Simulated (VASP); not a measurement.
# RuC5 (P6/mmm) in VASP: single point with PBE

Aim: the single point of RuC5 with PBE.

Program: VASP 6.6.1. These are calculated values, not measurements. Logs are shortened: lines on timing, memory, paths and dates and some standing lists are left out, and cuts for length are marked.

**1. The cell of the first run**

The structure is hexagonal, space group P6/mmm (No. 191). Conventional cell: a = 4.870 Å, b = 4.870 Å, c = 3.951 Å, α = 90.00°, β = 90.00°, γ = 120.00°. Within 3.7 Å of Ru (site symmetry 6/mmm) lie 18 C at 2.81 to 3.14 Å. C (site symmetry mmm) has 8 C at 2.42 to 2.43 Å and 4 Ru at 3.14 Å within 3.2 Å. C (site symmetry -6m2) has 9 C at 2.42 to 2.81 Å and 3 Ru at 2.81 Å within 3.2 Å.

**2. Single point, PBE**

INCAR

```
SYSTEM = RuC5
ALGO = Normal
EDIFF = 1E-7
ENCUT = 520
GGA = PE
ISIF = 2
ISMEAR = 0
LASPH = .TRUE.
LCHARG = .TRUE.
LELF = .TRUE.
LREAL = .FALSE.
LVHAR = .TRUE.
LWAVE = .FALSE.
NBANDS = 26
NELM = 80
PREC = Accurate
SIGMA = 0.1
```

KPOINTS

```
k-points
0
G
  6 6 4
  0 0 0
```

POSCAR

```
RuC5
1.0
    4.8695038800      0.0000000000      0.0000000000
   -2.4347519400      4.2171140600      0.0000000000
    0.0000000000      0.0000000000      3.9510608500
Ru C
1 5
Direct
    0.0000000000      0.0000000000      0.0000000000
    0.0000000000      0.5000000000      0.5000000000
    0.3333333300      0.6666666700      0.0000000000
    0.6666666700      0.3333333300      0.0000000000
    0.5000000000      0.0000000000      0.5000000000
    0.5000000000      0.5000000000      0.5000000000
```

Potentials or basis: VASP PAW PBE potentials, release 64 (Ru_pv, C).

Launch:

```sh
cat potpaw_PBE.64/Ru_pv/POTCAR potpaw_PBE.64/C/POTCAR > POTCAR
mpirun -np 1 vasp_std > vasp.out
```

OUTCAR:

```text
SYSTEM = RuC5
   EDIFF = 1E-7
   ENCUT = 520
   GGA = PE
   ISIF = 2
   ISMEAR = 0
   LASPH = .TRUE.
   LREAL = .FALSE.
   NELM = 80
   PREC = Accurate

 ion  position               nearest neighbor table
   1  0.000  0.000  0.000-
   2  0.000  0.500  0.500-
   3  0.333  0.667  0.000-
   4  0.667  0.333  0.000-
   5  0.500  0.000  0.500-
   6  0.500  0.500  0.500-

  LATTYP: Found a hexagonal cell.
 ALAT       =     4.8695038800
 C/A-ratio  =     0.8113887877

  Lattice vectors:

 A1 = (   4.8695038800,   0.0000000000,   0.0000000000)
 A2 = (  -2.4347519400,   4.2171140600,   0.0000000000)
 A3 = (   0.0000000000,   0.0000000000,   3.9510608500)

Analysis of symmetry for initial positions (statically):
=====================================================================
 Subroutine PRICEL returns:
 Original cell was already a primitive cell.

 Routine SETGRP: Setting up the symmetry group for a
 hexagonal supercell.

 Subroutine GETGRP returns: Found 24 space group operations
 (whereof 24 operations were pure point group operations)
 out of a pool of 24 trial point group operations.

The static configuration has the point symmetry D_6h.

Analysis of symmetry for dynamics (positions and initial velocities):
=====================================================================
 Subroutine PRICEL returns:
 Original cell was already a primitive cell.

 Routine SETGRP: Setting up the symmetry group for a
 hexagonal supercell.

 Subroutine GETGRP returns: Found 24 space group operations
 (whereof 24 operations were pure point group operations)
 out of a pool of 24 trial point group operations.

The dynamic configuration has the point symmetry D_6h.

 Subroutine INISYM returns: Found 24 space group operations
 (whereof 24 operations are pure point group operations),
 and found     1 'primitive' translations

----------------------------------------------------------------------------------------

                                     Primitive cell

  volume of cell :      81.1360

  direct lattice vectors                    reciprocal lattice vectors
     4.869503880  0.000000000  0.000000000     0.205359730  0.118564495  0.000000000
    -2.434751940  4.217114060  0.000000000     0.000000000  0.237128991  0.000000000
[... 88 lines left out ...]
   NELM   =     80;   NELMIN=  2; NELMDL= -5     # of ELM steps
   EDIFF  = 0.1E-06   stopping-criterion for ELM
   LREAL  =      F    real-space projection
   EDIFFG = 0.1E-05   stopping-criterion for IOM
   NSW    =      0    number of steps for IOM
   IBRION =     -1    ionic relax: 0-MD 1-quasi-New 2-CG
   NFREE  =      0    steps in history (QN), initial steepest desc. (CG)
   ISIF   =      2    stress and relaxation
   ISYM   =      2    0-nonsym 1-usesym 2-fastsym
   POTIM  = 0.5000    time-step for ionic-motion
   TEBEG  =    0.0;   TEEND  =   0.0 temperature during run
   PSTRESS=    0.0 pullay stress
   NELECT =      34.0000    total number of electrons
   NUPDOWN=      -1.0000    fix difference up-down
   EMIN   =  10.00;   EMAX   =-10.00  energy-range for DOS
   EFERMI =   0.00;   METHOD = LEGACY
   ISMEAR =     0;   SIGMA  =   0.10  broadening in eV -4-tet -1-fermi 0-gaus
   EFERMI_NEDOS =   21; number of points for ismear=-14 and -15
   IALGO  =     38    algorithm
   IMIX   =      4    mixing-type and parameters
     AMIX     =   0.40;   BMIX     =  1.00
     AMIX_MAG =   1.60;   BMIX_MAG =  1.00
  volume/ion in A,a.u.               =      13.52        91.26
  Fermi-wavevector in a.u.,A,eV,Ry     =   1.225077  2.315059 20.419793  1.500812
  Thomas-Fermi vector in A             =   2.360128
   LORBIT       =      0    0 simple, 1 ext, 2 COOP (PROOUT), +10 PAW based schemes
   GGA     = PE    functional components
   LHFCALC =     F    Hartree Fock is set to
   AEXX    =    0.0000 exact exchange contribution
   IVDW    =     0    specifies the selected vdW correction
   LEPSILON=     F    determine dielectric tensor
   LRPA    =     F    only Hartree local field effects (RPA)
 non-spin polarized calculation
 Gauss-broadening in eV      SIGMA  =   0.10
  energy-cutoff  :      520.00
  volume of cell :       81.14
 maximum number of plane-waves:      2214
   NGX = 19   NGY = 19   NGZ = 15

 number of electron      33.9999995 magnetization

 Free energy of the ion-electron system (eV)
  ---------------------------------------------------
  ext. energy  EPLUGINS =         0.00000000
  ---------------------------------------------------
  free energy    TOTEN  =       -28.50306692 eV

  energy without entropy =      -28.46231526  energy(sigma->0) =      -28.48269109

 E-fermi :   3.4040     XC(G=0): -10.6226

 val. band max:        3.3985189739   @ k =   0.3333   0.0000   0.0000
 cond. band min:       3.4069801948   @ k =   0.3333   0.3333   0.2500
 fundamental gap:      0.0084612210
 Fermi energy:         3.4040197632

 k-point     1 :       0.0000    0.0000    0.0000
  band No.  band energies     occupation
      1     -38.8236      2.00000
      2     -38.8236      2.00000
      3     -38.5766      2.00000
      4      -9.8672      2.00000
      5      -5.1991      2.00000
      6      -4.4453      2.00000
[... 598 lines left out ...]
     25       6.4822      0.00000
     26       6.5198      0.00000

------------------------ aborting loop because EDIFF is reached ----------------------------------------

  FORCE on cell =-STRESS in cart. coord.  units (eV):
  Direction    XX          YY          ZZ          XY          YZ          ZX
  --------------------------------------------------------------------------------------
  -------------------------------------------------------------------------------------
  Total      -17.8381283    -17.8381283    -15.6102707     -0.0000000     -0.0000000      0.0000000
  in kB     -352.2460113   -352.2460106   -308.2529461     -0.0000000     -0.0000000      0.0000000
  external PRESSURE =    -337.5816560 kB  Pullay stress =       0.0000000 kB

 VOLUME and BASIS-vectors are now :
 -----------------------------------------------------------------------------
  energy-cutoff  :      520.00
  volume of cell :       81.14
      direct lattice vectors                 reciprocal lattice vectors
     4.869503880  0.000000000  0.000000000     0.205359730  0.118564495  0.000000000
    -2.434751940  4.217114060  0.000000000     0.000000000  0.237128991  0.000000000
     0.000000000  0.000000000  3.951060850     0.000000000  0.000000000  0.253096583

 POSITION                                       TOTAL-FORCE (eV/Angst)
 -----------------------------------------------------------------------------------
      0.00000      0.00000      0.00000        -0.000000      0.000000      0.000000
     -1.21738      2.10856      1.97553        -0.000000      0.000000      0.000000
     -0.00000      2.81141      0.00000         0.000000     -0.000000     -0.000000
      2.43475      1.40570      0.00000        -0.000000      0.000000      0.000000
      2.43475      0.00000      1.97553        -0.000000      0.000000      0.000000
      1.21738      2.10856      1.97553        -0.000000      0.000000      0.000000
 -----------------------------------------------------------------------------------
    total drift:                               -0.000000      0.000000     -0.000000

  FREE ENERGIE OF THE ION-ELECTRON SYSTEM (eV)
  ---------------------------------------------------
  free  energy   TOTEN  =       -28.5030669209 eV

  energy  without entropy=      -28.4623152560  energy(sigma->0) =      -28.48269109
```

OSZICAR:

```text
N       E                     dE             d eps       ncg     rms          rms(c)
DAV:   1     0.163371472248E+03    0.16337E+03   -0.17463E+04  1212   0.120E+03
DAV:   2    -0.201121227982E+02   -0.18348E+03   -0.17390E+03  1318   0.265E+02
DAV:   3    -0.301811322339E+02   -0.10069E+02   -0.95505E+01  1330   0.528E+01
DAV:   4    -0.305856613548E+02   -0.40453E+00   -0.38973E+00  1640   0.916E+00
DAV:   5    -0.305961522818E+02   -0.10491E-01   -0.10452E-01  1498   0.127E+00    0.145E+01
DAV:   6    -0.505699057878E+02   -0.19974E+02   -0.95463E+01  1240   0.478E+01    0.455E+01
DAV:   7    -0.315207234969E+02    0.19049E+02   -0.18551E+01  1274   0.398E+01    0.145E+01
DAV:   8    -0.285508872451E+02    0.29698E+01   -0.56467E+00  1404   0.161E+01    0.316E+00
DAV:   9    -0.285115899907E+02    0.39297E-01   -0.67118E-01  1414   0.379E+00    0.124E+00
DAV:  10    -0.285043688347E+02    0.72212E-02   -0.71629E-02  1524   0.105E+00    0.477E-01
DAV:  11    -0.285046114713E+02   -0.24264E-03   -0.89958E-03  1338   0.490E-01    0.329E-01
DAV:  12    -0.285035542018E+02    0.10573E-02   -0.13050E-03  1508   0.171E-01    0.183E-01
DAV:  13    -0.285031718809E+02    0.38232E-03   -0.56985E-04  1308   0.113E-01    0.103E-01
DAV:  14    -0.285030889666E+02    0.82914E-04   -0.51589E-04  1384   0.117E-01    0.447E-02
DAV:  15    -0.285030697489E+02    0.19218E-04   -0.24855E-05  1500   0.270E-02    0.159E-02
DAV:  16    -0.285030678363E+02    0.19125E-05   -0.39864E-06  1602   0.101E-02    0.909E-03
DAV:  17    -0.285030670189E+02    0.81743E-06   -0.28986E-06  1322   0.791E-03    0.341E-03
DAV:  18    -0.285030669209E+02    0.98032E-07   -0.26950E-07  1074   0.264E-03
   1 F= -.28503067E+02 E0= -.28482691E+02  d E =-.407517E-01
```

Run time: 44 s. Hardware: 1 thread of Intel Xeon Platinum 8559C (Emerald Rapids), shared host; peak memory 0.19 GiB.

What came out:

```
Free energy            : -28.5031 eV
Pressure               : -33.8 GPa
Band gap on the k mesh : zero (band 17 reaches 4.01 eV, above the bottom of band 18 at 3.10 eV)
```

Caveat: the k points lie up to 0.40 Å⁻¹ apart.
